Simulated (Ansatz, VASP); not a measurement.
**Si9O16 in VASP and in Ansatz**

```xyz
25
Lattice="-0.2579 5.2563 5.8652 5.1449 -0.0755 5.8652 4.9011 5.3318 0.0000" Properties=species:S:1:pos:R:3 pbc="T T T"
Si    1.2507    1.4062    0.5930
Si    4.2170    2.6045    4.8596
Si    7.8000    4.1108    6.7598
Si    1.6571    2.4924    3.1864
Si    5.7885    6.6070    6.4886
Si    3.8982    7.8002    4.7776
Si    2.2825    3.9535    6.5373
Si    6.4528    7.9086    8.9736
Si    8.5243    6.2427    7.3026
O     6.8034    5.3922    6.1087
O     2.9517    1.9723    4.0652
O     6.2972    8.0624    5.9862
O     1.2362    1.2505    2.1988
O     2.2729    3.7954    2.4727
O     3.6526    9.0669    5.7414
O     4.3720    6.5139    5.6969
O     5.0926    8.1903    3.7612
O     1.7151    5.3395    5.9213
O     7.6791    7.3088    9.8506
O     6.8580    2.8109    6.1616
O     5.7079    6.7253    8.1045
O     7.0154    9.1998    8.1466
O     3.7615    3.7570    5.8957
O     4.8240    1.3197    5.8067
O     5.4222    3.1609    3.9693
```

Alike in both runs: functional r2SCAN; k mesh 2 × 2 × 2; occupations fermi-dirac, width 0.05 eV; no spin polarisation.

Ansatz relaxed the structure, and its values are those at the end. VASP's run is a single point on that final structure, the one shown.

|  | VASP | Ansatz |
| --- | --- | --- |
| version | VASP 6.6.1 | Ansatz 0.2.0 |
| potentials or method | VASP PAW PBE potentials, release 64 (Si, O), cutoff 520 eV | scalar-relativistic, plane waves, PAW |
| valence electrons in the cell | 132 | 132 |

VASP gave:

- rms of the force components (eV/Å): 0.034

Q: Estimate Ansatz's values.

A: rms of the force components (eV/Å): 0.022.

VASP's potentials were made for PBE, not for r2SCAN.

The k mesh is coarse, so the values compare programs but aren't converged.
